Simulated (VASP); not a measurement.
# BN (Cmcm) in VASP: further runs, part 3 of 3

VASP 6.6.1. Earlier steps stand in the parts before.

### 6 Single point, LDA (normal strain along x +0.1100, normal strain along z +0.0733)

File INCAR:

```
SYSTEM = BN
ALGO = Normal
EDIFF = 1E-6
ENCUT = 520
ISIF = 2
ISMEAR = 0
LASPH = .True.
LCHARG = .True.
LELF = .True.
LREAL = .False.
LVHAR = .True.
LWAVE = .False.
NBANDS = 16
NELM = 100
PREC = Accurate
SIGMA = 0.05
```

File KPOINTS:

```
k-points
0
Gamma
  12 12 4
  0 0 0
```

File POSCAR:

```
BN
1.0
    2.7620704039      0.0000000000      0.0000000000
   -1.3810352019      2.1549757989      0.0000000000
    0.0000000000      0.0000000000      6.9713748937
B N
2 2
Direct
    0.3541765221      0.7083530443      0.2500000000
    0.6458234779      0.2916469557      0.7500000000
    0.3087442843      0.6174885687      0.7500000000
    0.6912557157      0.3825114313      0.2500000000
```

Potentials or basis: VASP PAW LDA potentials, release 64 (B, N).

Command:

```
$ cat potpaw_LDA.64/B/POTCAR potpaw_LDA.64/N/POTCAR > POTCAR
$ mpirun -np 1 vasp_std > vasp.out
```

OUTCAR:

```text
SYSTEM = BN
   EDIFF = 1E-6
   ENCUT = 520
   ISIF = 2
   ISMEAR = 0
   LASPH = .True.
   LREAL = .False.
   NELM = 100
   PREC = Accurate

 ion  position               nearest neighbor table
   1  0.354  0.708  0.250-   4 1.45   4 1.55   4 1.55
   2  0.646  0.292  0.750-   3 1.45   3 1.55   3 1.55
   3  0.309  0.617  0.750-   2 1.45   2 1.55   2 1.55
   4  0.691  0.383  0.250-   1 1.45   1 1.55   1 1.55

  Warning from LATTYP: Monoclinic adjustment (A1->A3, A2->A1, A3->A2)!
  LATTYP: Found a base centered orthorhombic cell.
 ALAT       =     2.7620704039
 B/A-ratio  =     1.5604061329
 C/A-ratio  =     2.5239671240

  Lattice vectors:

 A1 = (   1.3810352019,  -2.1549757989,   0.0000000000)
 A2 = (   1.3810352020,   2.1549757989,   0.0000000000)
 A3 = (   0.0000000000,   0.0000000000,   6.9713748937)

Analysis of symmetry for initial positions (statically):
=====================================================================
 Subroutine PRICEL returns:
 Original cell was already a primitive cell.

 Routine SETGRP: Setting up the symmetry group for a
 base centered orthorhombic supercell.

 Subroutine GETGRP returns: Found  8 space group operations
 (whereof  4 operations were pure point group operations)
[... 176 lines left out ...]
 Fermi energy:         1.7136145148

 k-point     1 :       0.0000    0.0000    0.0000
  band No.  band energies     occupation
      1     -15.5637      2.00000
      2     -15.3376      2.00000
      3      -4.2818      2.00000
      4      -2.4482      2.00000
      5      -0.4721      2.00000
      6      -0.4360      2.00000
[... 433 lines left out ...]
      3      -6.8791      2.00000
      4      -6.8213      2.00000
      5      -3.5842      2.00000
      6      -3.5246      2.00000
[... 8 lines left out ...]
     15      14.5565      0.00000
     16      16.7046      0.00000

 [... further k-points ...]

------------------------ aborting loop because EDIFF is reached ----------------------------------------

  FORCE on cell =-STRESS in cart. coord.  units (eV):
  Direction    XX          YY          ZZ          XY          YZ          ZX
  --------------------------------------------------------------------------------------
  -------------------------------------------------------------------------------------
  Total      -17.8281661     -3.7930879     -0.3929293     -0.0000000      0.0000000      0.0000000
  in kB     -688.3695860   -146.4562502    -15.1715330     -0.0000000      0.0000000      0.0000000
  external PRESSURE =    -283.3324564 kB  Pullay stress =       0.0000000 kB

 VOLUME and BASIS-vectors are now :
 -----------------------------------------------------------------------------
  energy-cutoff  :      520.00
  volume of cell :       41.49
      direct lattice vectors                 reciprocal lattice vectors
     2.762070404  0.000000000  0.000000000     0.362047252  0.232021167  0.000000000
    -1.381035202  2.154975799  0.000000000     0.000000000  0.464042334  0.000000000
     0.000000000  0.000000000  6.971374894     0.000000000  0.000000000  0.143443727

 POSITION                                       TOTAL-FORCE (eV/Angst)
 -----------------------------------------------------------------------------------
     -0.00000      1.52648      1.74284        -0.000000     -0.017216     -0.000000
      1.38104      0.62849      5.22853         0.000000      0.017216     -0.000000
     -0.00000      1.33067      5.22853        -0.000000     -0.017485      0.000000
      1.38104      0.82430      1.74284         0.000000      0.017485     -0.000000
 -----------------------------------------------------------------------------------
    total drift:                                0.000000      0.000000     -0.000000

  FREE ENERGIE OF THE ION-ELECTRON SYSTEM (eV)
  ---------------------------------------------------
  free  energy   TOTEN  =       -37.5969590223 eV

  energy  without entropy=      -37.5969590223  energy(sigma->0) =      -37.59695902
```

It took 28 s on 1 thread of Intel Xeon 6975P-C (Granite Rapids), shared host; peak memory 0.19 GiB.

What came out:

- Free energy: -37.5970 eV
- Pressure: -28.3 GPa
- Largest force: 0.017 eV/Å
- Band gap on the k mesh: 3.65 eV (least direct gap 3.92 eV)

Forces in eV/Å, atoms in the order of the input:
```
B    0.000 -0.017  0.000
B    0.000  0.017  0.000
N    0.000 -0.017  0.000
N    0.000  0.017  0.000
```

Levels at points of the mesh, in eV from the valence-band top:
```
           k point  band 4  band 5  band 6  band 7  band 8  band 9  band 10  band 11  band 12  band 13
(0.00, 0.00, 0.00)   -3.87   -1.90   -1.86   -1.44   -1.41    4.32     8.42     8.79     9.39     9.52
(0.50, 0.00, 0.00)   -8.60   -3.60   -3.55   -1.69   -0.86    3.65     4.69     8.67     9.37    11.08
(0.00, 0.50, 0.00)   -8.19   -5.05   -4.98   -0.93   -0.09    3.85     5.03     6.36     6.39    11.85
(0.00, 0.00, 0.50)   -4.90   -1.88   -1.88   -1.43   -1.43    6.23     6.23     9.46     9.46     9.51
(0.50, 0.00, 0.50)   -8.63   -3.57   -3.57   -1.25   -1.25    3.98     3.98     9.23     9.23    11.85
(0.00, 0.50, 0.50)   -8.23   -5.01   -5.01   -0.51   -0.51    4.31     4.31     6.43     6.43    12.27
```

Caveat: the cell differs from its parent crystal (normal strain along x +0.1100, normal strain along z +0.0733); the cell stands under tension. A k mesh can miss the band edges.

### 7 Relaxation of the atoms, LDA (normal strain along x +0.1100, normal strain along z +0.1100)

File INCAR:

```
PREC = Accurate
ENCUT = 520
EDIFF = 1E-6
ISMEAR = 0
SIGMA = 0.05
LREAL = F
LASPH = T
NELM = 100
ALGO = Normal
ISIF = 2
LWAVE = F
LCHARG = F
IBRION = 2
NSW = 50
EDIFFG = -0.01
```

File KPOINTS:

```
Automatic mesh
0
Gamma
  12 12 4
```

File POSCAR:

```
BN
1.0
    2.7620704039      0.0000000000      0.0000000000
   -1.3810352019      2.1549757989      0.0000000000
    0.0000000000      0.0000000000      7.2097513575
B N
2 2
Direct
    0.3333333333      0.6666666667      0.2500000000
    0.6666666667      0.3333333333      0.7500000000
    0.3333333333      0.6666666667      0.7500000000
    0.6666666667      0.3333333333      0.2500000000
```

Command:

```
$ cat potpaw_LDA.64/B/POTCAR potpaw_LDA.64/N/POTCAR > POTCAR
$ mpirun -np 1 vasp_std > vasp.out
```

Run time: 2.7 min. Hardware: 1 thread of Intel Xeon 8259CL, shared host; peak memory 0.18 GiB.

It converged, with:

- Free energy: -37.5832 eV
- Energy gained by relaxing: 2.3 meV/atom
- Ionic steps: 3
- Pressure after relaxing: -27.5 GPa
- Largest force after relaxing: 0.005 eV/Å
- Band gap on the k mesh: 3.68 eV (least direct gap 4.20 eV)

Forces on the atoms (eV/Å):
```
B    0.000  0.004  0.000
B    0.000 -0.004  0.000
N    0.000 -0.005  0.000
N    0.000  0.005  0.000
```

Stress tensor (GPa, compression positive):
```
-66.75   0.00   0.00
  0.00 -14.19   0.00
  0.00   0.00  -1.58
```

The path:
| step | energy change (eV) | largest force (eV/Å) | pressure (GPa) |
| --- | --- | --- | --- |
| 1 | 0.0000 | 0.5719 | -26.76 |
| 2 | 0.0358 | 1.1634 | -28.66 |
| 3 | -0.0094 | 0.0053 | -27.51 |

Final structure:
```
CELL_PARAMETERS angstrom
2.76207 0.00000 0.00000
-1.38104 2.15498 0.00000
0.00000 0.00000 7.20975
ATOMIC_POSITIONS crystal
B 0.33141 0.66283 0.25000
B 0.66859 0.33717 0.75000
N 0.33138 0.66276 0.75000
N 0.66862 0.33724 0.25000
```

Levels at points of the mesh, in eV from the valence-band top:
| k point | band 6 | band 7 | band 8 | band 9 | band 10 | band 11 |
| --- | --- | --- | --- | --- | --- | --- |
| (0.00, 0.00, 0.00) | -1.76 | -1.32 | -1.30 | 4.30 | 8.47 | 8.59 |
| (0.50, 0.00, 0.00) | -3.44 | -1.52 | -0.76 | 3.68 | 4.81 | 8.78 |
| (0.00, 0.50, 0.00) | -4.88 | -0.69 | -0.12 | 4.26 | 4.85 | 6.47 |
| (0.00, 0.00, 0.50) | -1.77 | -1.31 | -1.31 | 6.08 | 6.08 | 9.54 |
| (0.50, 0.00, 0.50) | -3.46 | -1.13 | -1.13 | 4.10 | 4.10 | 9.30 |
| (0.00, 0.50, 0.50) | -4.91 | -0.39 | -0.39 | 4.44 | 4.44 | 6.54 |

Caveat: the cell differs from its parent crystal (normal strain along x +0.1100, normal strain along z +0.1100). A k mesh can miss the band edges.

### 8 Overview

```csv
task,cell,gap on the mesh (eV),pressure (GPa),largest force (eV/Å)
relaxation of the atoms,"atoms relaxed from a = 2.762, b = 2.560, c = 6.257 Å, angles 90.0, 90.0, 122.7°, 4 atoms, atomic positions A",3.44,-30.6,-
single point,"a = 2.762, b = 2.560, c = 6.257 Å, angles 90.0, 90.0, 122.7°, 4 atoms, atomic positions B",3.44,-30.6,0.02
single point,"a = 2.762, b = 2.560, c = 6.495 Å, angles 90.0, 90.0, 122.7°, 4 atoms, atomic positions C",3.52,-29.9,0.02
single point,"a = 2.762, b = 2.560, c = 6.734 Å, angles 90.0, 90.0, 122.7°, 4 atoms, atomic positions B",3.58,-29.1,0.02
single point,"a = 2.762, b = 2.560, c = 6.971 Å, angles 90.0, 90.0, 122.7°, 4 atoms, atomic positions B",3.65,-28.3,0.02
relaxation of the atoms,"atoms relaxed from a = 2.762, b = 2.560, c = 7.210 Å, angles 90.0, 90.0, 122.7°, 4 atoms, atomic positions A",3.68,-27.5,0.01
```

Alike in all rows: level LDA; potentials or basis VASP PAW LDA potentials, release 64 (B, N); no spin polarisation; k mesh 12 × 12 × 4; cutoff (eV) 520; smearing gaussian 0.05 eV.

Caveats: the cell stands under tension (at least some runs).

Total energies depend on the potentials used, so only differences within one code and one set of settings carry meaning.
